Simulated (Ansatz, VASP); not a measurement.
**MgCdS4: VASP beside Ansatz**

```
CELL_PARAMETERS angstrom
5.96426 0.00000 0.00000
0.00000 5.96426 0.00000
0.00000 0.00000 4.36681
ATOMIC_POSITIONS crystal
Mg 0.00000 0.00000 0.50000
Cd 0.50000 0.50000 0.50000
S 0.65969 0.00000 0.00000
S 0.34031 0.00000 0.00000
S 0.00000 0.34031 0.00000
S 0.00000 0.65969 0.00000
```

Alike in both runs: task relaxation of cell and atoms; functional PBE; k mesh 4 × 4 × 4; occupations gaussian, width 0.1 eV; no spin polarisation.

```csv
,VASP,Ansatz
version,VASP 6.6.1,Ansatz 0.2.0
potentials or method,"VASP PAW PBE potentials, release 64 (Mg, Cd, S), cutoff 600 eV","scalar-relativistic, plane waves, PAW"
valence electrons in the cell,38,54
```

|  | VASP | Ansatz | Ansatz less VASP |
| --- | --- | --- | --- |
| gap on the k mesh at the Fermi level, each at its own relaxed structure (eV) | none | none | - |
| relaxed volume (Å³/atom) | 22.97 | 23.14 | +0.169 |
| relaxed cell length with the largest relative difference (Å) | 3.784 | 3.804 | +0.0202 |

A gap of «none» marks a metal or a gap that the smearing closes. VASP's potentials hold 38 valence electrons a cell and Ansatz's 54, so a difference there can come from the potentials and not from the codes.
